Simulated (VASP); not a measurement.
# GaN (Fm-3m) in VASP: notebook

Runs on GaN. Level: LDA. Tasks: single point.

Everything below comes from runs of VASP 6.6.1. Logs are shortened: lines on timing, memory, paths and dates and some standing lists are left out, and cuts for length are marked.

### Step 1. The cell of the first run

It takes space group Fm-3m (No. 225, cubic). The conventional cell has a = 4.183 Å, b = 4.183 Å, c = 4.183 Å, α = 90.00°, β = 90.00°, γ = 90.00°. Ga (site symmetry m-3m) has 6 N at 2.09 Å within 2.8 Å. Within 2.8 Å of N (site symmetry m-3m) lie 6 Ga at 2.09 Å.

### Step 2. Single point, LDA

INCAR

```
ALGO = Normal
EDIFF = 1E-6
ENCUT = 600
GGA = CA
GGA_COMPAT = False
ISIF = 2
ISMEAR = 0
LASPH = True
LCHARG = False
LREAL = False
LWAVE = False
NBANDS = 16
NELM = 120
PREC = Accurate
SIGMA = 0.01
```

KPOINTS

```
k-points
0
Gamma
  8 8 8
```

POSCAR

```
GaN
1.0
    0.0000000000      2.0916465448      2.0916465448
    2.0916465448      0.0000000000      2.0916465448
    2.0916465448      2.0916465448      0.0000000000
Ga N
1 1
Direct
    0.0000000000      0.0000000000      0.0000000000
    0.5000000000      0.5000000000      0.5000000000
```

Potentials or basis: VASP PAW LDA potentials, release 64 (Ga_d, N).

Started as:

```bash
cat potpaw_LDA.64/Ga_d/POTCAR potpaw_LDA.64/N/POTCAR > POTCAR
mpirun -np 1 vasp_std > vasp.out
```

OUTCAR:

```text
EDIFF = 1E-6
   ENCUT = 600
   GGA = CA
   ISIF = 2
   ISMEAR = 0
   LASPH = True
   LREAL = False
   NELM = 120
   PREC = Accurate

 ion  position               nearest neighbor table
   1  0.000  0.000  0.000-   2 2.09   2 2.09   2 2.09   2 2.09   2 2.09   2 2.09
   2  0.500  0.500  0.500-   1 2.09   1 2.09   1 2.09   1 2.09   1 2.09   1 2.09

  LATTYP: Found a face centered cubic cell.
 ALAT       =     4.1832930896

  Lattice vectors:

 A1 = (   0.0000000000,   2.0916465448,   2.0916465448)
 A2 = (   2.0916465448,   0.0000000000,   2.0916465448)
 A3 = (   2.0916465448,   2.0916465448,   0.0000000000)

Analysis of symmetry for initial positions (statically):
[... 5 lines left out ...]
 face centered cubic supercell.

 Subroutine GETGRP returns: Found 48 space group operations
 (whereof 48 operations were pure point group operations)
 out of a pool of 48 trial point group operations.

The static configuration has the point symmetry O_h .

Analysis of symmetry for dynamics (positions and initial velocities):
[... 5 lines left out ...]
 face centered cubic supercell.

 Subroutine GETGRP returns: Found 48 space group operations
 (whereof 48 operations were pure point group operations)
 out of a pool of 48 trial point group operations.

The dynamic configuration has the point symmetry O_h .

 Subroutine INISYM returns: Found 48 space group operations
 (whereof 48 operations are pure point group operations),
 and found     1 'primitive' translations

----------------------------------------------------------------------------------------

                                     Primitive cell

  volume of cell :      18.3018

  direct lattice vectors                    reciprocal lattice vectors
     0.000000000  2.091646545  2.091646545    -0.239046124  0.239046124  0.239046124
     2.091646545  0.000000000  2.091646545     0.239046124 -0.239046124  0.239046124
     2.091646545  2.091646545  0.000000000     0.239046124  0.239046124 -0.239046124

  length of vectors
     2.958034911  2.958034911  2.958034911     0.414040033  0.414040033  0.414040033

  position of ions in fractional coordinates (direct lattice)
     0.000000000  0.000000000  0.000000000
     0.500000000  0.500000000  0.500000000

  ion indices of the primitive-cell ions
   primitive index   ion index
                 1           1
                 2           2

----------------------------------------------------------------------------------------

 KPOINTS: k-points

Automatic generation of k-mesh.
 Grid dimensions read from file:
 generate k-points for:    8    8    8

 Generating k-lattice:

  Cartesian coordinates                     Fractional coordinates (reciprocal lattice)
    -0.029880766  0.029880766  0.029880766     0.125000000  0.000000000  0.000000000
     0.029880766 -0.029880766  0.029880766     0.000000000  0.125000000  0.000000000
     0.029880766  0.029880766 -0.029880766     0.000000000  0.000000000  0.125000000

  Length of vectors
     0.051755004  0.051755004  0.051755004

  Shift w.r.t. Gamma in fractional coordinates (k-lattice)
     0.000000000  0.000000000  0.000000000

 Subroutine IBZKPT returns following result:
 ===========================================

 Found     29 irreducible k-points:

 Following reciprocal coordinates:
            Coordinates               Weight
  0.000000  0.000000  0.000000      1.000000
  0.125000  0.000000  0.000000      8.000000
  0.250000  0.000000  0.000000      8.000000
  0.375000  0.000000  0.000000      8.000000
  0.500000  0.000000  0.000000      4.000000
  0.125000  0.125000  0.000000      6.000000
[... 16 lines left out ...]
  0.500000  0.250000  0.125000     48.000000
 -0.375000  0.250000  0.125000     24.000000
 [... further k-points ...]
   k-points           NKPTS =     29   k-points in BZ     NKDIM =     29   number of bands    NBANDS=     16
   number of dos      NEDOS =    301   number of ions     NIONS =      2
   total plane-waves  NPLWV =  13824
   dimension x,y,z NGX =    24 NGY =   24 NGZ =   24
   dimension x,y,z NGXF=    48 NGYF=   48 NGZF=   48
   ions per type =               1   1
   NGX,Y,Z   is equivalent  to a cutoff of  13.49, 13.49, 13.49 a.u.
   NGXF,Y,Z  is equivalent  to a cutoff of  26.98, 26.98, 26.98 a.u.
 SYSTEM =  unknown system
   PREC   = accura    normal or accurate (medium, high low for compatibility)
   ISTART =      0    job   : 0-new  1-cont  2-samecut
   ICHARG =      2    charge: 1-file 2-atom 10-const
   ISPIN  =      1    spin polarized calculation?
   LNONCOLLINEAR =      F non collinear calculations
   LSORBIT =      F    spin-orbit coupling
   LASPH  =      T    aspherical Exc in radial PAW
   ENCUT  =  600.0 eV  44.10 Ry    6.64 a.u.   5.91  5.91  5.91*2*pi/ulx,y,z
   NELM   =    120;   NELMIN=  2; NELMDL= -5     # of ELM steps
   EDIFF  = 0.1E-05   stopping-criterion for ELM
   LREAL  =      F    real-space projection
   EDIFFG = 0.1E-04   stopping-criterion for IOM
   NSW    =      0    number of steps for IOM
   IBRION =     -1    ionic relax: 0-MD 1-quasi-New 2-CG
   NFREE  =      0    steps in history (QN), initial steepest desc. (CG)
   ISIF   =      2    stress and relaxation
   ISYM   =      2    0-nonsym 1-usesym 2-fastsym
   POTIM  = 0.5000    time-step for ionic-motion
   TEBEG  =    0.0;   TEEND  =   0.0 temperature during run
   PSTRESS=    0.0 pullay stress
   NELECT =      18.0000    total number of electrons
   NUPDOWN=      -1.0000    fix difference up-down
   EMIN   =  10.00;   EMAX   =-10.00  energy-range for DOS
   EFERMI =   0.00;   METHOD = LEGACY
   ISMEAR =     0;   SIGMA  =   0.01  broadening in eV -4-tet -1-fermi 0-gaus
   EFERMI_NEDOS =   21; number of points for ismear=-14 and -15
   IALGO  =     38    algorithm
   IMIX   =      4    mixing-type and parameters
     AMIX     =   0.40;   BMIX     =  1.00
     AMIX_MAG =   1.60;   BMIX_MAG =  1.00
  volume/ion in A,a.u.               =       9.15        61.75
  Fermi-wavevector in a.u.,A,eV,Ry     =   1.628049  3.076566 36.062817  2.650542
  Thomas-Fermi vector in A             =   2.720743
   LORBIT       =      0    0 simple, 1 ext, 2 COOP (PROOUT), +10 PAW based schemes
   GGA     = CA    functional components
   LHFCALC =     F    Hartree Fock is set to
   AEXX    =    0.0000 exact exchange contribution
   IVDW    =     0    specifies the selected vdW correction
   LEPSILON=     F    determine dielectric tensor
   LRPA    =     F    only Hartree local field effects (RPA)
 non-spin polarized calculation
 Gauss-broadening in eV      SIGMA  =   0.01
  energy-cutoff  :      600.00
  volume of cell :       18.30
 maximum number of plane-waves:       620
   NGX = 11   NGY = 11   NGZ = 11

 number of electron      17.9999999 magnetization

 Free energy of the ion-electron system (eV)
  ---------------------------------------------------
  ext. energy  EPLUGINS =         0.00000000
  ---------------------------------------------------
  free energy    TOTEN  =       -13.08148508 eV

  energy without entropy =      -13.08148508  energy(sigma->0) =      -13.08148508

 E-fermi :   8.1809     XC(G=0): -13.6572

 val. band max:        8.0609206527   @ k =  -0.2500   0.1250   0.0000
 cond. band min:       8.6878501025   @ k =   0.5000   0.5000   0.0000
 fundamental gap:      0.6269294497
 Fermi energy:         8.1808860467

 k-point     1 :       0.0000    0.0000    0.0000
  band No.  band energies     occupation
      1      -9.4401      2.00000
      2      -6.0164      2.00000
      3      -6.0164      2.00000
      4      -6.0164      2.00000
      5      -5.9106      2.00000
      6      -5.9106      2.00000
[... 8 lines left out ...]
     15      24.0458      0.00000
     16      24.0458      0.00000

 k-point     2 :       0.1250    0.0000    0.0000
  band No.  band energies     occupation
      1      -9.1226      2.00000
      2      -6.0301      2.00000
      3      -6.0049      2.00000
      4      -6.0049      2.00000
      5      -5.9276      2.00000
      6      -5.9276      2.00000
[... 8 lines left out ...]
     15      24.3669      0.00000
     16      24.3669      0.00000

 k-point     3 :       0.2500    0.0000    0.0000
  band No.  band energies     occupation
      1      -8.2217      2.00000
      2      -6.0667      2.00000
      3      -6.0667      2.00000
      4      -6.0618      2.00000
      5      -5.8772      2.00000
      6      -5.8772      2.00000
[... 8 lines left out ...]
     15      26.1086      0.00000
     16      26.1086      0.00000

 k-point     4 :       0.3750    0.0000    0.0000
  band No.  band energies     occupation
      1      -6.9771      2.00000
      2      -6.1539      2.00000
      3      -6.1539      2.00000
      4      -6.0882      2.00000
      5      -5.7990      2.00000
      6      -5.7990      2.00000
[... 8 lines left out ...]
     15      28.8773      0.00000
     16      28.8773      0.00000

 k-point     5 :       0.5000    0.0000    0.0000
  band No.  band energies     occupation
      1      -6.2644      2.00000
      2      -6.1905      2.00000
      3      -6.1905      2.00000
      4      -6.0598      2.00000
      5      -5.7654      2.00000
      6      -5.7654      2.00000
[... 8 lines left out ...]
     15      31.5015      0.00000
     16      31.5015      0.00000

 k-point     6 :       0.1250    0.1250    0.0000
  band No.  band energies     occupation
      1      -9.0292      2.00000
      2      -6.0460      2.00000
      3      -5.9835      2.00000
      4      -5.9805      2.00000
      5      -5.9805      2.00000
      6      -5.8928      2.00000
[... 8 lines left out ...]
     15      26.9831      0.00000
     16      26.9831      0.00000
[... 267 lines left out ...]
 k-point    21 :       0.5000    0.5000    0.0000
  band No.  band energies     occupation
      1      -7.7931      2.00000
      2      -6.2204      2.00000
      3      -5.7892      2.00000
      4      -5.7061      2.00000
      5      -5.7061      2.00000
      6      -2.7190      2.00000
[... 8 lines left out ...]
     15      36.3253      0.00000
     16      36.5995      0.00000

 k-point    22 :       0.3750    0.2500    0.1250
  band No.  band energies     occupation
      1      -7.7674      2.00000
      2      -6.0929      2.00000
      3      -6.0395      2.00000
      4      -5.9628      2.00000
      5      -5.8788      2.00000
      6      -5.6134      2.00000
[... 8 lines left out ...]
     15      29.5409      0.00000
     16      29.9638      0.00000

 k-point    23 :       0.5000    0.2500    0.1250
  band No.  band energies     occupation
      1      -7.2579      2.00000
      2      -6.1199      2.00000
      3      -6.0507      2.00000
      4      -5.9720      2.00000
      5      -5.7961      2.00000
      6      -4.9259      2.00000
[... 8 lines left out ...]
     15      29.5610      0.00000
     16      31.0880      0.00000

 k-point    24 :      -0.3750    0.2500    0.1250
  band No.  band energies     occupation
      1      -7.1095      2.00000
      2      -6.1504      2.00000
      3      -6.0532      2.00000
      4      -5.9643      2.00000
      5      -5.7617      2.00000
      6      -4.3116      2.00000
[... 8 lines left out ...]
     15      27.2898      0.00000
     16      31.9792      0.00000

 [... further k-points ...]
[... 5 lines left out ...]
  --------------------------------------------------------------------------------------
  -------------------------------------------------------------------------------------
  Total        0.0929887      0.0929887      0.0929887      0.0000000      0.0000000     -0.0000000
  in kB        8.1404028      8.1404028      8.1404028      0.0000000      0.0000000     -0.0000000
  external PRESSURE =       8.1404028 kB  Pullay stress =       0.0000000 kB

 VOLUME and BASIS-vectors are now :
 -----------------------------------------------------------------------------
  energy-cutoff  :      600.00
  volume of cell :       18.30
      direct lattice vectors                 reciprocal lattice vectors
     0.000000000  2.091646545  2.091646545    -0.239046124  0.239046124  0.239046124
     2.091646545  0.000000000  2.091646545     0.239046124 -0.239046124  0.239046124
     2.091646545  2.091646545  0.000000000     0.239046124  0.239046124 -0.239046124

 POSITION                                       TOTAL-FORCE (eV/Angst)
 -----------------------------------------------------------------------------------
      0.00000      0.00000      0.00000         0.000000     -0.000000      0.000000
      2.09165      2.09165      2.09165         0.000000      0.000000     -0.000000
 -----------------------------------------------------------------------------------
    total drift:                                0.000000     -0.000000     -0.000000

  FREE ENERGIE OF THE ION-ELECTRON SYSTEM (eV)
  ---------------------------------------------------
  free  energy   TOTEN  =       -13.0814850825 eV

  energy  without entropy=      -13.0814850825  energy(sigma->0) =      -13.08148508
```

Run time: 3.1 s. Hardware: 1 thread of Intel Xeon 6975P-C (Granite Rapids), shared host; peak memory 0.13 GiB.

Results:

| Quantity | Value |
| --- | --- |
| Free energy | -13.0815 eV |
| Pressure | 0.8 GPa |
| Band gap on the k mesh | 0.63 eV, indirect (least direct gap 3.23 eV) |

Levels at points of the mesh, in eV from the valence-band top:
```
           k point  band 7  band 8  band 9  band 10  band 11  band 12
(0.00, 0.00, 0.00)   -0.54   -0.54   -0.54     2.69    14.85    14.85
(0.50, 0.00, 0.00)   -8.49   -0.15   -0.15     4.81     9.09     9.09
(0.50, 0.50, 0.00)   -7.41   -3.18   -3.18     0.63     7.81    12.10
```

### Step 3. Single point, LDA

This run uses another cell than the first one, of 9.35 Å³/atom, 1.021 times its volume.

INCAR

```
ALGO = Normal
EDIFF = 1E-6
ENCUT = 600
GGA_COMPAT = F
ISIF = 2
ISMEAR = 0
LASPH = T
LCHARG = F
LREAL = F
LWAVE = F
NBANDS = 16
NELM = 120
PREC = Accurate
SIGMA = 0.01
```

KPOINTS is that of step 2.

POSCAR

```
GaN
1.0
    0.0000000000      2.1063769354      2.1063769354
    2.1063769354      0.0000000000      2.1063769354
    2.1063769354      2.1063769354      0.0000000000
Ga N
1 1
Direct
    0.0000000000      0.0000000000      0.0000000000
    0.5000000000      0.5000000000      0.5000000000
```

Potentials or basis: VASP PAW LDA potentials, release 64 (Ga_d, N).

Started as:

```bash
cat potpaw_LDA.64/Ga_d/POTCAR potpaw_LDA.64/N/POTCAR > POTCAR
mpirun -np 1 vasp_std > vasp.out
```

It took 3.2 s on 1 thread of Intel Xeon 6975P-C (Granite Rapids), shared host; peak memory 0.12 GiB.

It converged, with:

```
Free energy            : -13.0779 eV
Pressure               : -4.2 GPa
Band gap on the k mesh : 0.49 eV, indirect (least direct gap 2.96 eV)
```

Levels at points of the mesh, in eV from the valence-band top:
| k point | band 5 | band 6 | band 7 | band 8 | band 9 | band 10 | band 11 | band 12 | band 13 | band 14 |
| --- | --- | --- | --- | --- | --- | --- | --- | --- | --- | --- |
| (0.00, 0.00, 0.00) | -13.98 | -13.98 | -0.52 | -0.52 | -0.52 | 2.44 | 14.73 | 14.73 | 14.73 | 15.68 |
| (0.50, 0.00, 0.00) | -13.84 | -13.84 | -8.38 | -0.15 | -0.15 | 4.72 | 8.96 | 8.96 | 9.38 | 16.34 |
| (0.50, 0.50, 0.00) | -13.79 | -10.82 | -7.24 | -3.10 | -3.10 | 0.49 | 7.79 | 11.89 | 14.41 | 14.41 |

### Step 4. Single point, LDA

This run uses another cell than the first one, of 9.54 Å³/atom, 1.043 times its volume.

INCAR

```
PREC = Accurate
ENCUT = 600
EDIFF = 1E-6
ISMEAR = 0
SIGMA = 0.01
LREAL = F
LASPH = T
NELM = 120
ALGO = Normal
ISIF = 2
LWAVE = F
LCHARG = F
GGA = CA
NBANDS = 16
GGA_COMPAT = F
```

KPOINTS

```
regular mesh
0
Gamma
  8 8 8
```

POSCAR

```
GaN
1.0
    0.0000000000      2.1209041320      2.1209041320
    2.1209041320      0.0000000000      2.1209041320
    2.1209041320      2.1209041320      0.0000000000
Ga N
1 1
Direct
    0.0000000000      0.0000000000      0.0000000000
    0.5000000000      0.5000000000      0.5000000000
```

Started as:

```bash
cat potpaw_LDA.64/Ga_d/POTCAR potpaw_LDA.64/N/POTCAR > POTCAR
mpirun -np 1 vasp_std > vasp.out
```

Wall time 3.3 s (1 thread of Intel Xeon 6975P-C (Granite Rapids), shared host); peak memory 0.12 GiB.

Results (log left out):

| Item | Value |
| --- | --- |
| Free energy | -13.0626 eV |
| Pressure | -8.7 GPa |
| Band gap on the k mesh | 0.36 eV, indirect (least direct gap 2.70 eV) |

Levels at points of the mesh, in eV from the valence-band top:
```csv
k point,band 7,band 8,band 9,band 10,band 11,band 12
"(0.00, 0.00, 0.00)",-0.50,-0.50,-0.50,2.20,14.61,14.61
"(0.50, 0.00, 0.00)",-8.27,-0.15,-0.15,4.63,8.85,8.85
"(0.50, 0.50, 0.00)",-7.08,-3.02,-3.02,0.36,7.77,11.68
```

### Step 5. Single point, LDA

This run uses another cell than the first one, of 9.93 Å³/atom, 1.085 times its volume.

INCAR

```
ALGO = Normal
EDIFF = 1E-6
ENCUT = 600
GGA_COMPAT = F
ISIF = 2
ISMEAR = 0
LASPH = T
LCHARG = T
LELF = T
LREAL = F
LVHAR = T
LWAVE = F
NBANDS = 16
NELM = 120
PREC = Accurate
SIGMA = 0.01
```

KPOINTS

```
k-points
0
Gamma
  8 8 8
```

POSCAR

```
GaN
1.0
    0.0000000000      2.1493760412      2.1493760412
    2.1493760412      0.0000000000      2.1493760412
    2.1493760412      2.1493760412      0.0000000000
Ga N
1 1
Direct
    0.0000000000      0.0000000000      0.0000000000
    0.5000000000      0.5000000000      0.5000000000
```

Started as:

```bash
cat potpaw_LDA.64/Ga_d/POTCAR potpaw_LDA.64/N/POTCAR > POTCAR
mpirun -np 1 vasp_std > vasp.out
```

Wall time 3.4 s (1 thread of Intel Xeon 6975P-C (Granite Rapids), shared host); peak memory 0.13 GiB.

It converged, with:

* Free energy: -13.0021 eV
* Pressure: -16.2 GPa
* Band gap on the k mesh: 0.12 eV, indirect (least direct gap 2.21 eV)

Levels at points of the mesh, in eV from the valence-band top:
| k point | band 6 | band 7 | band 8 | band 9 | band 10 | band 11 | band 12 | band 13 |
| --- | --- | --- | --- | --- | --- | --- | --- | --- |
| (0.00, 0.00, 0.00) | -14.01 | -0.46 | -0.46 | -0.46 | 1.75 | 14.38 | 14.38 | 14.38 |
| (0.50, 0.00, 0.00) | -13.65 | -8.06 | -0.15 | -0.15 | 4.46 | 8.60 | 8.62 | 8.62 |
| (0.50, 0.50, 0.00) | -10.94 | -6.78 | -2.87 | -2.87 | 0.12 | 7.72 | 11.29 | 13.64 |

A k mesh can miss the band edges.

### Step 6. Overview

```csv
cell,gap on the mesh (eV),pressure (GPa)
"a = 2.958 Å, angles 60.0°, 2 atoms",0.63,0.8
"a = 2.979 Å, angles 60.0°, 2 atoms",0.49,-4.2
"a = 2.999 Å, angles 60.0°, 2 atoms",0.36,-8.7
"a = 3.040 Å, angles 60.0°, 2 atoms",0.12,-16.2
```

Alike in all rows: task single point; level LDA; potentials or basis VASP PAW LDA potentials, release 64 (Ga_d, N); no spin polarisation; k mesh 8 × 8 × 8; cutoff (eV) 600; smearing gaussian 0.01 eV.

Absolute energies hang on the potentials; compare differences alone.
